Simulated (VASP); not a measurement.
Here is a VASP 6.6.1 calculation.

The input INCAR:

```
SYSTEM = Li2O
  PREC = Accurate
  ENCUT = 750
  EDIFF = 1E-6
  ISMEAR = 0
  SIGMA = 0.05
  LREAL = .False.
  LASPH = .True.
  NELM = 120
  ALGO = Normal
  ISIF = 2
  LWAVE = .False.
  LCHARG = .False.
  GGA = RE
  NBANDS = 13
  GGA_COMPAT = .False.
```

File KPOINTS:

```
Automatic mesh
0
Gamma
  8 8 8
  0 0 0
```

The input POSCAR:

```
Li2O
1.0
    0.0000000000      2.3738190883      2.3738190883
    2.3738190883      0.0000000000      2.3738190883
    2.3738190883      2.3738190883      0.0000000000
Li O
2 1
Direct
    0.2500000000      0.2500000000      0.2500000000
    0.7500000000      0.7500000000      0.7500000000
    0.0000000000      0.0000000000      0.0000000000
```

Potentials or basis: VASP PAW PBE potentials, release 64 (Li_sv, O).

Run with:

```sh
$ cat potpaw_PBE.64/Li_sv/POTCAR potpaw_PBE.64/O/POTCAR > POTCAR
$ mpirun -np 1 vasp_std > vasp.out
```

Question: Estimate the pressure.

Answer: -3.1 GPa.

Question: What does it give for the band gap on the k mesh?

Answer: 4.76 eV.

Caveat: the cell stands under tension; the PAW data sets were made with another functional, which shifts forces and pressure a little. A k mesh can miss the band edges.
